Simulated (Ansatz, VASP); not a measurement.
# Re: VASP beside Ansatz

```
Re
1.0
    -1.53475    1.53475    1.53475
     1.53475   -1.53475    1.53475
     1.53475    1.53475   -1.53475
Re
1
Direct
  0.00000 0.00000 0.00000
```

Alike in both runs: functional LDA; k mesh 14 × 14 × 14; occupations fermi-dirac, width 0.1 eV; no spin polarisation.

Ansatz relaxed the structure, and its values are those at the end. VASP's run is a single point on that final structure, the one shown.

|  | VASP | Ansatz |
| --- | --- | --- |
| version | VASP 6.6.1 | Ansatz 0.2.0 |
| potentials or method | VASP PAW LDA potentials, release 64 (Re_sv_GW), cutoff 560 eV | plane waves (420 eV) with PAW, scalar-relativistic |
| valence electrons in the cell | 15 | 15 |

```tsv
	VASP	Ansatz	Ansatz less VASP
pressure (GPa)	0.1	0.0	-0.06
```

Ansatz warns that its potentials were made for another functional, while VASP's fit it. LDA's correlation is that of Perdew and Zunger in VASP and of Perdew and Wang (1992) in Ansatz.

Spin-orbit coupling is off throughout.
